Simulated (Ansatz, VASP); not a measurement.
**MgO: VASP beside Ansatz**

INCAR

```
SYSTEM = MgO
ALGO     = Normal         ! electronic algorithm
EDIFF    = 1E-6           ! SCF threshold, eV
ENCUT    = 520            ! plane-wave cutoff, eV
GGA      = PS             ! functional
ISIF     = 2              ! what is computed and relaxed
ISMEAR   = -1             ! smearing method
LASPH    = .True.         ! aspherical terms in the spheres
LCHARG   = .True.         ! write CHGCAR
LELF     = .True.         ! ELF
LREAL    = .False.        ! projectors in reciprocal space
LVHAR    = .True.       
LWAVE    = .False.        ! write WAVECAR
NBANDS   = 16             ! bands
NELM     = 100            ! most SCF steps
PREC     = Accurate       ! precision mode
SIGMA    = 0.05           ! smearing width, eV
```

File KPOINTS:

```
k-points
0
Gamma
  9 9 6
  0 0 0
```

Contents of POSCAR:

```
MgO
1.0
    3.2630816822      0.0000000000      0.0000000000
   -1.6315408411      2.8259116314      0.0000000000
    0.0000000000      0.0000000000      4.9155371758
Mg O
2 2
Direct
    0.6666666667      0.3333333333      0.5021597400
    0.3333333333      0.6666666667      0.0021597400
    0.6666666667      0.3333333333      0.9024402600
    0.3333333333      0.6666666667      0.4024402600
```

Contents of input.yaml:

```yaml
crystal:
  lattice:
    - [3.2630816822, 0.0, 0.0]
    - [-1.6315408411, 2.8259116314, 0.0]
    - [0.0, 0.0, 4.9155371758]
  atoms:
    - { symbol: Mg, position: [0.6666666667, 0.3333333333, 0.50215974] }
    - { symbol: Mg, position: [0.3333333333, 0.6666666667, 0.00215974] }
    - { symbol: O, position: [0.6666666667, 0.3333333333, 0.90244026] }
    - { symbol: O, position: [0.3333333333, 0.6666666667, 0.40244026] }
kpoints:
  mp_grid: { grid: [9, 9, 6] }
scf:
  occupations: { method: fermi_dirac, width: 0.05 }
hamiltonian:
  xc: pbesol
  pseudopotentials: { kind: all_electron, lapw: { basis_error: 0.002 } }
output:
  forces: true
  stress: true
  eigenvalues: true
```

Change from the starting cell: volume scaled by 0.96.

Alike in both runs: task single point; functional PBEsol; k mesh 9 × 9 × 6; occupations fermi-dirac, width 0.05 eV; no spin polarisation.

```csv
,VASP,Ansatz
version,VASP 6.6.1,Ansatz 0.2.0
potentials or method,"VASP PAW PBE potentials, release 64 (Mg, O), cutoff 520 eV","all-electron LAPW, scalar-relativistic"
```

Ansatz gave:

| Quantity | Value |
| --- | --- |
| gap on the k mesh at the Fermi level (eV) | 3.57 |
| least direct gap on the mesh (eV) | 3.57 |
| pressure (GPa) | 5.7 |
| traceless stress, the component that is largest in VASP (GPa) | -0.53 |
| rms of the force components (eV/Å) | 0.018 |

Task: What did VASP give for the same quantities?

Result: gap on the k mesh at the Fermi level (eV): 3.57; least direct gap on the mesh (eV): 3.57; pressure (GPa): 5.6; traceless stress, the component that is largest in VASP (GPa): -0.55; rms of the force components (eV/Å): 0.019.

VASP's potentials were made for PBE, not for PBEsol. Atom by atom the forces differ by 0.000 eV/Å (rms over components). Ansatz ran all-electron here, and VASP with PAW potentials.
